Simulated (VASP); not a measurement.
# Te3I2 (R-3m) in VASP: single point with r2SCAN+D3(BJ)

Aim: the single point of Te3I2 with r2SCAN+D3(BJ).

Everything below comes from runs of VASP 6.6.1. Logs are shortened: lines on timing, memory, paths and dates and some standing lists are left out, and cuts for length are marked.

### 1 The cell of the first run

It takes space group R-3m (No. 166, trigonal). The conventional cell has a = 4.533 Å, b = 4.533 Å, c = 57.629 Å, α = 90.00°, β = 90.00°, γ = 120.00°. Te (site symmetry 3m) has 3 I at 3.08 Å and 6 Te at 3.62 to 4.01 Å within 4.1 Å. Within 4.2 Å of Te (site symmetry 3m) lie 6 I at 3.08 to 4.14 Å and 3 Te at 3.91 Å. Within 4.1 Å of Te (site symmetry 3m) lie 3 I at 2.97 Å and 6 Te at 3.91 to 4.01 Å. I (site symmetry 3m) has 3 I at 3.05 Å and 6 Te at 3.08 to 4.14 Å within 4.2 Å. I (site symmetry 3m) has 6 Te at 2.97 to 3.08 Å within 3.9 Å.

### 2 Single point, r2SCAN+D3(BJ)

Contents of POSCAR:

```
Te3I2
1.0
    4.5330800000      0.0000000000      0.0000000000
   -2.2665400000      3.9257630000      0.0000000000
    0.0000000000     -2.6171720000     19.2096280000
Te I
6 4
Direct
    0.1450000000      0.2900000000      0.4350000000
    0.8550000000      0.7100000000      0.5650000000
    0.0420000000      0.0840000000      0.1260000000
    0.9580000000      0.9160000000      0.8740000000
    0.2410000000      0.4820000000      0.7230000000
    0.7590000000      0.5180000000      0.2770000000
    0.3470000000      0.6940000000      0.0410000000
    0.6530000000      0.3060000000      0.9590000000
    0.4500000000      0.9000000000      0.3500000000
    0.5500000000      0.1000000000      0.6500000000
```

Contents of INCAR.step1:

```
SYSTEM = Te3I2
ALGO = Normal
EDIFF = 1E-4
ENCUT = 520
GGA = PE
ISMEAR = -1
LASPH = .True.
LCHARG = .False.
LREAL = .False.
LWAVE = .True.
NBANDS = 43
NELM = 60
PREC = Accurate
SIGMA = 0.1
```

Contents of INCAR.step2:

```
SYSTEM = Te3I2
ALGO = Normal
EDIFF = 1E-7
ENCUT = 520
ISIF = 2
ISMEAR = -1
ISTART = 1
IVDW = 12
LASPH = .True.
LCHARG = .False.
LMIXTAU = .True.
LREAL = .False.
LWAVE = .False.
METAGGA = R2SCAN
NBANDS = 43
NELM = 60
PREC = Accurate
SIGMA = 0.1
VDW_A1 = 0.49484001
VDW_A2 = 5.73083694
VDW_S6 = 1.0
VDW_S8 = 0.78981345
```

Contents of KPOINTS:

```
k-points
0
Gamma
  5 5 5
  0 0 0
```

Potentials or basis: VASP PAW PBE potentials, release 64 (Te, I).

Command:

```sh
> cat potpaw_PBE.64/Te/POTCAR potpaw_PBE.64/I/POTCAR > POTCAR
> cp INCAR.step1 INCAR
> mpirun -np 1 vasp_std > vasp.out
> cp INCAR.step2 INCAR
> mpirun -np 1 vasp_std > vasp.out
```

OUTCAR:

```text
SYSTEM = Te3I2
   EDIFF = 1E-7
   ENCUT = 520
   ISIF = 2
   ISMEAR = -1
   ISTART = 1
   IVDW = 12
   LASPH = .True.
   LREAL = .False.
   METAGGA = R2SCAN
   NELM = 60
   PREC = Accurate
 IVDW          = 12

 ion  position               nearest neighbor table
   1  0.145  0.290  0.435-   9 3.08   9 3.08   9 3.08   2 3.62   2 3.62   2 3.62
   2  0.855  0.710  0.565-  10 3.08  10 3.08  10 3.08   1 3.62   1 3.62   1 3.62
   3  0.042  0.084  0.126-   7 3.08   7 3.08   7 3.08
   4  0.958  0.916  0.874-   8 3.08   8 3.08   8 3.08
   5  0.241  0.482  0.723-  10 2.97  10 2.97  10 2.97
   6  0.759  0.518  0.277-   9 2.97   9 2.97   9 2.97
   7  0.347  0.694  0.041-   8 3.05   8 3.05   8 3.05   3 3.08   3 3.08   3 3.08
   8  0.653  0.306  0.959-   7 3.05   7 3.05   7 3.05   4 3.08   4 3.08   4 3.08
   9  0.450  0.900  0.350-   6 2.97   6 2.97   6 2.97   1 3.08   1 3.08   1 3.08
  10  0.550  0.100  0.650-   5 2.97   5 2.97   5 2.97   2 3.08   2 3.08   2 3.08

  LATTYP: Found a trigonal (rhomboedric) cell.
 ALAT       =    19.3870935722
 COS(alpha) =     0.9726642221

  Lattice vectors:

 A1 = (   0.0000000000,  -2.6171720000,  19.2096280000)
 A2 = (   2.2665400000,   1.3085910000,  19.2096280000)
 A3 = (  -2.2665400000,   1.3085910000,  19.2096280000)

Analysis of symmetry for initial positions (statically):
=====================================================================
 Subroutine PRICEL returns:
 Original cell was already a primitive cell.

 Routine SETGRP: Setting up the symmetry group for a
 trigonal (rhombohedral) supercell.

 Subroutine GETGRP returns: Found 12 space group operations
 (whereof 12 operations were pure point group operations)
 out of a pool of 12 trial point group operations.

The static configuration has the point symmetry D_3d.

Analysis of symmetry for dynamics (positions and initial velocities):
=====================================================================
 Subroutine PRICEL returns:
 Original cell was already a primitive cell.

 Routine SETGRP: Setting up the symmetry group for a
 trigonal (rhombohedral) supercell.

 Subroutine GETGRP returns: Found 12 space group operations
 (whereof 12 operations were pure point group operations)
 out of a pool of 12 trial point group operations.

The dynamic configuration has the point symmetry D_3d.

 Subroutine INISYM returns: Found 12 space group operations
 (whereof 12 operations are pure point group operations),
 and found     1 'primitive' translations
[... 112 lines left out ...]
   ISYM   =      2    0-nonsym 1-usesym 2-fastsym
   POTIM  = 0.5000    time-step for ionic-motion
   TEBEG  =    0.0;   TEEND  =   0.0 temperature during run
   PSTRESS=    0.0 pullay stress
   NELECT =      64.0000    total number of electrons
   NUPDOWN=      -1.0000    fix difference up-down
   EMIN   =  10.00;   EMAX   =-10.00  energy-range for DOS
   EFERMI =   0.00;   METHOD = LEGACY
   ISMEAR =    -1;   SIGMA  =   0.10  broadening in eV -4-tet -1-fermi 0-gaus
   EFERMI_NEDOS =   21; number of points for ismear=-14 and -15
   IALGO  =     38    algorithm
   IMIX   =      4    mixing-type and parameters
     AMIX     =   0.40;   BMIX     =  1.00
     AMIX_MAG =   1.60;   BMIX_MAG =  1.00
  volume/ion in A,a.u.               =      34.19       230.69
  Fermi-wavevector in a.u.,A,eV,Ry     =   0.936532  1.769789 11.933567  0.877092
  Thomas-Fermi vector in A             =   2.063551
   LORBIT       =      0    0 simple, 1 ext, 2 COOP (PROOUT), +10 PAW based schemes
   METAGGA = R2SCAN    functional components
   LHFCALC =     F    Hartree Fock is set to
   AEXX    =    0.0000 exact exchange contribution
   IVDW    =    12    specifies the selected vdW correction
   LEPSILON=     F    determine dielectric tensor
   LRPA    =     F    only Hartree local field effects (RPA)
 non-spin polarized calculation
  energy-cutoff  :      520.00
  volume of cell :      341.85
 maximum number of plane-waves:      9287
 NGX is ok and might be reduce to    36
   NGX = 17   NGY = 17   NGZ = 73

 number of electron      64.0000000 magnetization

 Free energy of the ion-electron system (eV)
  ---------------------------------------------------
  ext. energy  EPLUGINS =         0.00000000
  ---------------------------------------------------
  free energy    TOTEN  =      -243.03611650 eV

  energy without entropy =     -242.79288135  energy(sigma->0) =     -242.91449892

 E-fermi :   5.9009     XC(G=0):  -9.4696

 val. band max:        5.8994945256   @ k =   0.0000   0.2000  -0.0000
 cond. band min:       5.9053795670   @ k =   0.2000   0.0000  -0.0000
 fundamental gap:      0.0058850415
 Fermi energy:         5.9008684073

 k-point     1 :       0.0000    0.0000    0.0000
  band No.  band energies     occupation
      1     -10.5922      2.00000
      2     -10.2876      2.00000
      3     -10.2456      2.00000
      4      -8.1664      2.00000
      5      -6.1620      2.00000
      6      -5.5331      2.00000
[... 863 lines left out ...]
     42       9.9654      0.00000
     43      10.6983      0.00000

------------------------ aborting loop because EDIFF is reached ----------------------------------------

 Edisp (eV)   -1.92045

 E8    (eV) :    -0.6831

  FORCE on cell =-STRESS in cart. coord.  units (eV):
  Direction    XX          YY          ZZ          XY          YZ          ZX
  --------------------------------------------------------------------------------------
  -------------------------------------------------------------------------------------
  Total      12.63478    12.63478     5.72296     0.00000     0.00000    -0.00000
  in kB      59.21637    59.21639    26.82224     0.00000     0.00000    -0.00000
  external pressure =       48.42 kB  Pullay stress =        0.00 kB

 VOLUME and BASIS-vectors are now :
 -----------------------------------------------------------------------------
  energy-cutoff  :      520.00
  volume of cell :      341.85
      direct lattice vectors                 reciprocal lattice vectors
     4.533080000  0.000000000  0.000000000     0.220600563  0.127363776  0.017352388
    -2.266540000  3.925763000  0.000000000     0.000000000  0.254727552  0.034704775
     0.000000000 -2.617172000 19.209628000     0.000000000  0.000000000  0.052057229

 POSITION                                       TOTAL-FORCE (eV/Angst)
 -----------------------------------------------------------------------------------
      0.00000      0.00000      8.35619        -0.000000      0.000000      1.671646
      2.26654      1.30859     10.85344         0.000000     -0.000000     -1.671646
      0.00000      0.00000      2.42041         0.000000      0.000000      1.498398
      2.26654      1.30859     16.78921        -0.000000     -0.000000     -1.498398
      0.00000      0.00000     13.88856        -0.000000      0.000000      1.952286
      2.26654      1.30859      5.32107         0.000000     -0.000000     -1.952286
      0.00000      2.61718      0.78759        -0.000000      0.000000      0.646056
      2.26654     -1.30858     18.42203         0.000000     -0.000000     -0.646056
      0.00000      2.61718      6.72337         0.000000      0.000000      0.365909
      2.26654     -1.30859     12.48626         0.000000     -0.000000     -0.365909
 -----------------------------------------------------------------------------------
    total drift:                               -0.000000      0.000000     -0.000000

  FREE ENERGIE OF THE ION-ELECTRON SYSTEM (eV)
  ---------------------------------------------------
  free  energy   TOTEN  =      -244.9565710842 eV

  energy  without entropy=     -244.7133359338  energy(sigma->0) =     -244.83495351
```

OSZICAR.step1:

```text
N       E                     dE             d eps       ncg     rms          rms(c)
DAV:   1     0.356813095855E+03    0.35681E+03   -0.23830E+04  1634   0.122E+03
DAV:   2     0.145240749704E+02   -0.34229E+03   -0.32788E+03  2133   0.184E+02
DAV:   3    -0.177950335378E+02   -0.32319E+02   -0.31311E+02  1939   0.613E+01
DAV:   4    -0.187504840290E+02   -0.95545E+00   -0.94884E+00  1914   0.119E+01
DAV:   5    -0.187736970347E+02   -0.23213E-01   -0.23207E-01  1950   0.208E+00    0.294E+01
DAV:   6    -0.180313669882E+02    0.74233E+00   -0.16033E+00  1729   0.524E+00    0.179E+01
DAV:   7    -0.188702892903E+02   -0.83892E+00   -0.38430E+00  1960   0.484E+00    0.494E+00
DAV:   8    -0.185658789122E+02    0.30441E+00   -0.75016E+00  2064   0.708E+00    0.367E+00
DAV:   9    -0.180643718955E+02    0.50151E+00   -0.13371E+00  1991   0.367E+00    0.247E+00
DAV:  10    -0.180703974098E+02   -0.60255E-02   -0.80199E-02  1743   0.992E-01    0.179E+00
DAV:  11    -0.180711044355E+02   -0.70703E-03   -0.92803E-03  1852   0.360E-01    0.885E-01
DAV:  12    -0.180691247188E+02    0.19797E-02   -0.37064E-03  1844   0.239E-01    0.320E-01
DAV:  13    -0.180689507205E+02    0.17400E-03   -0.11343E-03  1706   0.122E-01    0.210E-01
DAV:  14    -0.180688496770E+02    0.10104E-03   -0.49981E-04  1180   0.655E-02    0.142E-01
DAV:  15    -0.180688137253E+02    0.35952E-04   -0.89139E-05   925   0.433E-02
   1 F= -.18068814E+02 E0= -.17940777E+02  d E =-.256073E+00
```

Wall time 32 min (1 thread of Intel Xeon Platinum 8488C (Sapphire Rapids), shared host); peak memory 0.61 GiB.

Results:

```
Free energy                : -244.9566 eV
Pressure                   : 4.8 GPa
Largest force              : 1.952 eV/Å
Band gap on the k mesh     : zero (bands 32 and 33 overlap by 0.79 eV)
Dispersion energy per atom : -0.192 eV
```

Forces on the atoms (eV/Å):
```
Te   0.000  0.000  1.672
Te   0.000  0.000 -1.672
Te   0.000  0.000  1.498
Te   0.000  0.000 -1.498
Te   0.000  0.000  1.952
Te   0.000  0.000 -1.952
I    0.000  0.000  0.646
I    0.000  0.000 -0.646
I    0.000  0.000  0.366
I    0.000  0.000 -0.366
```

Stress tensor (GPa, compression positive):
```
5.92 0.00 0.00
0.00 5.92 0.00
0.00 0.00 2.68
```

Caveat: three body term missing; the cell stands under pressure; the PAW data sets were made with another functional, which shifts forces and pressure a little; spin-orbit coupling is left out, which moves the levels of the heavy elements.
